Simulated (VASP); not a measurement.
# SiC (Moissanite 3C) (F-43m) in VASP: notebook

Runs on SiC (Moissanite 3C). Level: r2SCAN. Tasks: single point.

Program: VASP 6.6.1. These are calculated values, not measurements. Logs are shortened: lines on timing, memory, paths and dates and some standing lists are left out, and cuts for length are marked.

## (1) The cell of the first run

It takes space group F-43m (No. 216, cubic). The conventional cell has a = 4.175 Å, b = 4.175 Å, c = 4.175 Å, α = 90.00°, β = 90.00°, γ = 90.00°. Si (site symmetry -43m) has 4 C at 1.81 Å within 2.4 Å. C (site symmetry -43m) has 4 Si at 1.81 Å within 2.4 Å.

## (2) Single point, r2SCAN (volume scaled by 0.880)

File POSCAR:

```
SiC
1.0
    0.0000000000      2.0872769122      2.0872769122
    2.0872769122      0.0000000000      2.0872769122
    2.0872769122      2.0872769122      0.0000000000
Si C
1 1
Direct
    0.0000000000      0.0000000000      0.0000000000
    0.2500000000      0.2500000000      0.2500000000
```

File INCAR.step1:

```
SYSTEM = SiC
  PREC = Accurate
  ENCUT = 520
  ISMEAR = 0
  SIGMA = 0.05
  LREAL = .FALSE.
  LASPH = .TRUE.
  NELM = 80
  NBANDS = 11
  GGA = PE
  ALGO = Normal
  EDIFF = 1E-4
  LWAVE = .TRUE.
  LCHARG = .FALSE.
```

File INCAR.step2:

```
SYSTEM = SiC
  PREC = Accurate
  ENCUT = 520
  EDIFF = 1E-7
  ISMEAR = 0
  SIGMA = 0.05
  LREAL = .FALSE.
  LASPH = .TRUE.
  NELM = 80
  ALGO = Normal
  ISIF = 2
  LWAVE = .FALSE.
  LCHARG = .TRUE.
  METAGGA = R2SCAN
  LMIXTAU = .TRUE.
  LELF = .TRUE.
  LVHAR = .TRUE.
  NBANDS = 11
  ISTART = 1
```

File KPOINTS:

```
regular mesh
0
G
  10 10 10
  0 0 0
```

Potentials or basis: VASP PAW PBE potentials, release 64 (Si, C).

Run with:

```bash
> cat potpaw_PBE.64/Si/POTCAR potpaw_PBE.64/C/POTCAR > POTCAR
> cp INCAR.step1 INCAR
> mpirun -np 1 vasp_std > vasp.out
> cp INCAR.step2 INCAR
> mpirun -np 1 vasp_std > vasp.out
```

OUTCAR:

```text
SYSTEM = SiC
   PREC = Accurate
   ENCUT = 520
   EDIFF = 1E-7
   ISMEAR = 0
   LREAL = .FALSE.
   LASPH = .TRUE.
   NELM = 80
   ISIF = 2
   METAGGA = R2SCAN
   ISTART = 1

 ion  position               nearest neighbor table
   1  0.000  0.000  0.000-   2 1.81   2 1.81   2 1.81   2 1.81
   2  0.250  0.250  0.250-   1 1.81   1 1.81   1 1.81   1 1.81

  LATTYP: Found a face centered cubic cell.
 ALAT       =     4.1745538244

  Lattice vectors:

 A1 = (   0.0000000000,   2.0872769122,   2.0872769122)
 A2 = (   2.0872769122,   0.0000000000,   2.0872769122)
 A3 = (   2.0872769122,   2.0872769122,   0.0000000000)

Analysis of symmetry for initial positions (statically):
=====================================================================
 Subroutine PRICEL returns:
 Original cell was already a primitive cell.

 Routine SETGRP: Setting up the symmetry group for a
 face centered cubic supercell.

 Subroutine GETGRP returns: Found 24 space group operations
 (whereof 24 operations were pure point group operations)
 out of a pool of 48 trial point group operations.

The static configuration has the point symmetry T_d .

Analysis of symmetry for dynamics (positions and initial velocities):
=====================================================================
 Subroutine PRICEL returns:
 Original cell was already a primitive cell.

 Routine SETGRP: Setting up the symmetry group for a
 face centered cubic supercell.

 Subroutine GETGRP returns: Found 24 space group operations
 (whereof 24 operations were pure point group operations)
 out of a pool of 48 trial point group operations.

The dynamic configuration has the point symmetry T_d .

 Subroutine INISYM returns: Found 24 space group operations
 (whereof 24 operations are pure point group operations),
 and found     1 'primitive' translations

----------------------------------------------------------------------------------------

                                     Primitive cell

  volume of cell :      18.1874

  direct lattice vectors                    reciprocal lattice vectors
     0.000000000  2.087276912  2.087276912    -0.239546558  0.239546558  0.239546558
     2.087276912  0.000000000  2.087276912     0.239546558 -0.239546558  0.239546558
     2.087276912  2.087276912  0.000000000     0.239546558  0.239546558 -0.239546558

  length of vectors
     2.951855318  2.951855318  2.951855318     0.414906809  0.414906809  0.414906809

  position of ions in fractional coordinates (direct lattice)
     0.000000000  0.000000000  0.000000000
     0.250000000  0.250000000  0.250000000

  ion indices of the primitive-cell ions
   primitive index   ion index
                 1           1
                 2           2

----------------------------------------------------------------------------------------

 KPOINTS: regular mesh

Automatic generation of k-mesh.
 Grid dimensions read from file:
 generate k-points for:   10   10   10

 Generating k-lattice:

  Cartesian coordinates                     Fractional coordinates (reciprocal lattice)
    -0.023954656  0.023954656  0.023954656     0.100000000  0.000000000  0.000000000
     0.023954656 -0.023954656  0.023954656     0.000000000  0.100000000  0.000000000
     0.023954656  0.023954656 -0.023954656     0.000000000  0.000000000  0.100000000

  Length of vectors
     0.041490681  0.041490681  0.041490681

  Shift w.r.t. Gamma in fractional coordinates (k-lattice)
     0.000000000  0.000000000  0.000000000

 Subroutine IBZKPT returns following result:
 ===========================================

 Found     47 irreducible k-points:

 Following reciprocal coordinates:
            Coordinates               Weight
  0.000000  0.000000  0.000000      1.000000
  0.100000  0.000000  0.000000      8.000000
  0.200000  0.000000  0.000000      8.000000
  0.300000  0.000000  0.000000      8.000000
  0.400000  0.000000  0.000000      8.000000
  0.500000  0.000000  0.000000      4.000000
[... 16 lines left out ...]
  0.300000  0.300000  0.000000      6.000000
  0.400000  0.300000  0.000000     24.000000
 [... further k-points ...]
   k-points           NKPTS =     47   k-points in BZ     NKDIM =     47   number of bands    NBANDS=     11
   number of dos      NEDOS =    301   number of ions     NIONS =      2
   total plane-waves  NPLWV =  13824
   dimension x,y,z NGX =    24 NGY =   24 NGZ =   24
   dimension x,y,z NGXF=    48 NGYF=   48 NGZF=   48
   ions per type =               1   1
   NGX,Y,Z   is equivalent  to a cutoff of  13.52, 13.52, 13.52 a.u.
   NGXF,Y,Z  is equivalent  to a cutoff of  27.03, 27.03, 27.03 a.u.
 SYSTEM =  SiC
   PREC   = accura    normal or accurate (medium, high low for compatibility)
   ISTART =      1    job   : 0-new  1-cont  2-samecut
   ICHARG =      0    charge: 1-file 2-atom 10-const
   ISPIN  =      1    spin polarized calculation?
   LNONCOLLINEAR =      F non collinear calculations
   LSORBIT =      F    spin-orbit coupling
   LASPH  =      T    aspherical Exc in radial PAW
   ENCUT  =  520.0 eV  38.22 Ry    6.18 a.u.   5.49  5.49  5.49*2*pi/ulx,y,z
   NELM   =     80;   NELMIN=  2; NELMDL=  0     # of ELM steps
   EDIFF  = 0.1E-06   stopping-criterion for ELM
   LREAL  =      F    real-space projection
   EDIFFG = 0.1E-05   stopping-criterion for IOM
   NSW    =      0    number of steps for IOM
   IBRION =     -1    ionic relax: 0-MD 1-quasi-New 2-CG
   NFREE  =      0    steps in history (QN), initial steepest desc. (CG)
   ISIF   =      2    stress and relaxation
   ISYM   =      2    0-nonsym 1-usesym 2-fastsym
   POTIM  = 0.5000    time-step for ionic-motion
   TEBEG  =    0.0;   TEEND  =   0.0 temperature during run
   PSTRESS=    0.0 pullay stress
   NELECT =       8.0000    total number of electrons
   NUPDOWN=      -1.0000    fix difference up-down
   EMIN   =  10.00;   EMAX   =-10.00  energy-range for DOS
   EFERMI =   0.00;   METHOD = LEGACY
   ISMEAR =     0;   SIGMA  =   0.05  broadening in eV -4-tet -1-fermi 0-gaus
   EFERMI_NEDOS =   21; number of points for ismear=-14 and -15
   IALGO  =     38    algorithm
   IMIX   =      4    mixing-type and parameters
     AMIX     =   0.40;   BMIX     =  1.00
     AMIX_MAG =   1.60;   BMIX_MAG =  1.00
  volume/ion in A,a.u.               =       9.09        61.37
  Fermi-wavevector in a.u.,A,eV,Ry     =   1.245035  2.352774 21.090543  1.550111
  Thomas-Fermi vector in A             =   2.379275
   LORBIT       =      0    0 simple, 1 ext, 2 COOP (PROOUT), +10 PAW based schemes
   METAGGA = R2SCAN    functional components
   LHFCALC =     F    Hartree Fock is set to
   AEXX    =    0.0000 exact exchange contribution
   IVDW    =     0    specifies the selected vdW correction
   LEPSILON=     F    determine dielectric tensor
   LRPA    =     F    only Hartree local field effects (RPA)
 non-spin polarized calculation
 Gauss-broadening in eV      SIGMA  =   0.05
  energy-cutoff  :      520.00
  volume of cell :       18.19
 maximum number of plane-waves:       531
 NGX is ok and might be reduce to    24
   NGX = 11   NGY = 11   NGZ = 11

 number of electron       8.0000000 magnetization

 Free energy of the ion-electron system (eV)
  ---------------------------------------------------
  ext. energy  EPLUGINS =         0.00000000
  ---------------------------------------------------
  free energy    TOTEN  =       -19.07068276 eV

  energy without entropy =      -19.07068276  energy(sigma->0) =      -19.07068276

 E-fermi :   9.7796     XC(G=0): -12.5226

 val. band max:        9.4868743564   @ k =   0.0000   0.0000   0.0000
 cond. band min:      11.1180490198   @ k =   0.5000   0.5000   0.0000
 fundamental gap:      1.6311746634
 Fermi energy:         9.7795876442

 k-point     1 :       0.0000    0.0000    0.0000
  band No.  band energies     occupation
      1      -7.7551      2.00000
      2       9.4869      2.00000
      3       9.4869      2.00000
      4       9.4869      2.00000
      5      17.9684      0.00000
      6      18.3641      0.00000
      7      18.3641      0.00000
      8      18.3641      0.00000
      9      25.5277      0.00000
     10      25.5277      0.00000
     11      29.0198      0.00000

 k-point     2 :       0.1000    0.0000    0.0000
  band No.  band energies     occupation
      1      -7.5312      2.00000
      2       8.4166      2.00000
      3       9.3453      2.00000
      4       9.3453      2.00000
      5      17.9253      0.00000
      6      18.6427      0.00000
      7      18.6427      0.00000
      8      18.9916      0.00000
      9      24.4792      0.00000
     10      24.4792      0.00000
     11      28.0696      0.00000

 k-point     3 :       0.2000    0.0000    0.0000
  band No.  band energies     occupation
      1      -6.8693      2.00000
      2       6.0835      2.00000
      3       9.0181      2.00000
      4       9.0181      2.00000
      5      17.5134      0.00000
      6      18.9787      0.00000
      7      18.9787      0.00000
      8      20.3911      0.00000
      9      23.7944      0.00000
     10      23.7944      0.00000
     11      27.1422      0.00000

 k-point     4 :       0.3000    0.0000    0.0000
  band No.  band energies     occupation
      1      -5.8079      2.00000
      2       3.4831      2.00000
      3       8.6789      2.00000
      4       8.6789      2.00000
      5      17.1111      0.00000
      6      18.6129      0.00000
      7      18.6129      0.00000
      8      21.2380      0.00000
      9      24.9497      0.00000
     10      24.9497      0.00000
     11      27.1641      0.00000
[... 239 lines left out ...]
 k-point    22 :      -0.2000    0.2000    0.0000
  band No.  band energies     occupation
      1      -5.4535      2.00000
      2       4.2530      2.00000
      3       5.9239      2.00000
      4       8.8156      2.00000
      5      17.3320      0.00000
      6      19.3302      0.00000
      7      19.4063      0.00000
      8      20.6924      0.00000
      9      22.3087      0.00000
     10      27.4807      0.00000
     11      31.2496      0.00000

 k-point    23 :       0.3000    0.3000    0.0000
  band No.  band energies     occupation
      1      -5.1527      2.00000
      2       4.8705      2.00000
      3       6.8376      2.00000
      4       6.8376      2.00000
      5      13.3563      0.00000
      6      16.1956      0.00000
      7      23.2879      0.00000
      8      23.2879      0.00000
      9      24.6057      0.00000
     10      28.5493      0.00000
     11      34.0507      0.00000

 k-point    24 :       0.4000    0.3000    0.0000
  band No.  band energies     occupation
      1      -4.1569      2.00000
      2       3.4879      2.00000
      3       5.9638      2.00000
      4       6.5430      2.00000
      5      12.9163      0.00000
      6      16.2621      0.00000
      7      23.5430      0.00000
      8      23.6328      0.00000
      9      26.0656      0.00000
     10      29.9039      0.00000
     11      34.0360      0.00000

 [... further k-points ...]

------------------------ aborting loop because EDIFF is reached ----------------------------------------

  FORCE on cell =-STRESS in cart. coord.  units (eV):
  Direction    XX          YY          ZZ          XY          YZ          ZX
  --------------------------------------------------------------------------------------
  -------------------------------------------------------------------------------------
  Total        4.1756875      4.1756875      4.1756875      0.0000000      0.0000000     -0.0000000
  in kB      367.8479772    367.8479772    367.8479772      0.0000000      0.0000000     -0.0000000
  external PRESSURE =     367.8479772 kB  Pullay stress =       0.0000000 kB

 VOLUME and BASIS-vectors are now :
 -----------------------------------------------------------------------------
  energy-cutoff  :      520.00
  volume of cell :       18.19
      direct lattice vectors                 reciprocal lattice vectors
     0.000000000  2.087276912  2.087276912    -0.239546558  0.239546558  0.239546558
     2.087276912  0.000000000  2.087276912     0.239546558 -0.239546558  0.239546558
     2.087276912  2.087276912  0.000000000     0.239546558  0.239546558 -0.239546558

 POSITION                                       TOTAL-FORCE (eV/Angst)
 -----------------------------------------------------------------------------------
      0.00000      0.00000      0.00000        -0.000000     -0.000000     -0.000000
      1.04364      1.04364      1.04364         0.000000      0.000000      0.000000
 -----------------------------------------------------------------------------------
    total drift:                                0.000000      0.000000      0.000000

  FREE ENERGIE OF THE ION-ELECTRON SYSTEM (eV)
  ---------------------------------------------------
  free  energy   TOTEN  =       -19.0706827588 eV

  energy  without entropy=      -19.0706827588  energy(sigma->0) =      -19.07068276
```

It took 17 s on 1 thread of Intel Xeon 6975P-C (Granite Rapids), shared host; peak memory 0.14 GiB.

What came out:

* Free energy: -19.0707 eV
* Pressure: 36.8 GPa
* Band gap on the k mesh: 1.63 eV, indirect (least direct gap 5.21 eV)

Caveat: the PAW data sets were made with another functional, which shifts forces and pressure a little.

## (3) Single point, r2SCAN (volume scaled by 0.920)

File POSCAR:

```
SiC
1.0
    0.0000000000      2.1184348925      2.1184348925
    2.1184348925      0.0000000000      2.1184348925
    2.1184348925      2.1184348925      0.0000000000
Si C
1 1
Direct
    0.0000000000      0.0000000000      0.0000000000
    0.2500000000      0.2500000000      0.2500000000
```

File INCAR.step1:

```
PREC = Accurate ; ENCUT = 520
ISMEAR = 0 ; SIGMA = 0.05
LREAL = False ; LASPH = True
NELM = 100 ; NBANDS = 11
GGA = PE ; ALGO = Normal
EDIFF = 1E-4 ; LWAVE = True
LCHARG = False
```

File INCAR.step2:

```
PREC = Accurate ; ENCUT = 520
EDIFF = 1E-7 ; ISMEAR = 0
SIGMA = 0.05 ; LREAL = False
LASPH = True ; NELM = 100
ALGO = Normal ; ISIF = 2
LWAVE = False ; LCHARG = False
METAGGA = R2SCAN ; LMIXTAU = True
NBANDS = 11 ; ISTART = 1
```

File KPOINTS:

```
regular mesh
0
Gamma
  10 10 10
```

Potentials or basis: VASP PAW PBE potentials, release 64 (Si, C).

Run with:

```bash
> cat potpaw_PBE.64/Si/POTCAR potpaw_PBE.64/C/POTCAR > POTCAR
> cp INCAR.step1 INCAR
> mpirun -np 1 vasp_std > vasp.out
> cp INCAR.step2 INCAR
> mpirun -np 1 vasp_std > vasp.out
```

It took 16 s on 1 thread of Intel Xeon 6975P-C (Granite Rapids), shared host; peak memory 0.14 GiB.

The run converged. Its results:

```yaml
Free_energy: -19.2213 eV
Pressure: 22.0 GPa
Band_gap_on_the_k_mesh: 1.67 eV, indirect (least direct gap 5.16 eV)
```

Levels at points of the mesh, in eV from the valence-band top:
| k point | band 2 | band 3 | band 4 | band 5 | band 6 | band 7 |
| --- | --- | --- | --- | --- | --- | --- |
| (0.00, 0.00, 0.00) | 0.00 | 0.00 | 0.00 | 7.91 | 8.51 | 8.51 |
| (0.50, 0.00, 0.00) | -9.30 | -1.12 | -1.12 | 6.83 | 8.13 | 8.13 |
| (0.50, 0.50, 0.00) | -8.33 | -3.50 | -3.50 | 1.67 | 5.17 | 16.21 |

Caveat: the PAW data sets were made with another functional, which shifts forces and pressure a little. A k mesh can miss the band edges.

## (4) Single point, r2SCAN (volume scaled by 0.960)

File POSCAR:

```
SiC
1.0
    0.0000000000      2.1487023374      2.1487023374
    2.1487023374      0.0000000000      2.1487023374
    2.1487023374      2.1487023374      0.0000000000
Si C
1 1
Direct
    0.0000000000      0.0000000000      0.0000000000
    0.2500000000      0.2500000000      0.2500000000
```

File INCAR.step1:

```
SYSTEM = SiC
ALGO = Normal ; EDIFF = 1E-4
ENCUT = 520 ; GGA = PE
ISMEAR = 0 ; LASPH = .TRUE.
LCHARG = .FALSE. ; LREAL = .FALSE.
LWAVE = .TRUE. ; NBANDS = 11
NELM = 60 ; PREC = Accurate
SIGMA = 0.05
```

File INCAR.step2:

```
SYSTEM = SiC
ALGO = Normal ; EDIFF = 1E-6
ENCUT = 520 ; ISIF = 2
ISMEAR = 0 ; ISTART = 1
LASPH = .TRUE. ; LCHARG = .FALSE.
LMIXTAU = .TRUE. ; LREAL = .FALSE.
LWAVE = .FALSE. ; METAGGA = R2SCAN
NBANDS = 11 ; NELM = 60
PREC = Accurate ; SIGMA = 0.05
```

File KPOINTS:

```
k-points
0
G
  10 10 10
  0 0 0
```

Run with:

```bash
> cat potpaw_PBE.64/Si/POTCAR potpaw_PBE.64/C/POTCAR > POTCAR
> cp INCAR.step1 INCAR
> mpirun -np 1 vasp_std > vasp.out
> cp INCAR.step2 INCAR
> mpirun -np 1 vasp_std > vasp.out
```

Run time: 15 s. Hardware: 1 thread of Intel Xeon 6975P-C (Granite Rapids), shared host; peak memory 0.14 GiB.

The run converged. Its results:

```
Free energy            : -19.3026 eV
Pressure               : 9.8 GPa
Band gap on the k mesh : 1.70 eV, indirect (least direct gap 5.11 eV)
```

Levels at points of the mesh, in eV from the valence-band top:
| k point | band 1 | band 2 | band 3 | band 4 | band 5 | band 6 | band 7 | band 8 | band 9 |
| --- | --- | --- | --- | --- | --- | --- | --- | --- | --- |
| (0.00, 0.00, 0.00) | -16.52 | 0.00 | 0.00 | 0.00 | 7.37 | 8.17 | 8.17 | 8.17 | 15.47 |
| (0.50, 0.00, 0.00) | -12.73 | -9.05 | -1.11 | -1.11 | 6.40 | 7.94 | 7.94 | 11.21 | 17.98 |
| (0.50, 0.50, 0.00) | -11.23 | -8.19 | -3.41 | -3.41 | 1.70 | 4.99 | 15.66 | 15.66 | 16.61 |

Caveat: the PAW data sets were made with another functional, which shifts forces and pressure a little. A k mesh can miss the band edges.

## (5) Summary

```csv
cell,gap on the mesh (eV),pressure (GPa)
"a = 2.952 Å, angles 60.0°, 2 atoms",1.63,36.8
"a = 2.996 Å, angles 60.0°, 2 atoms",1.67,22.0
"a = 3.039 Å, angles 60.0°, 2 atoms",1.70,9.8
```

Alike in all rows: task single point; level r2SCAN; potentials or basis VASP PAW PBE potentials, release 64 (Si, C); no spin polarisation; k mesh 10 × 10 × 10; cutoff (eV) 520; smearing gaussian 0.05 eV.

Caveats: the PAW data sets were made with another functional, which shifts forces and pressure a little.

Total energies depend on the potentials used, so only differences within one code and one set of settings carry meaning.
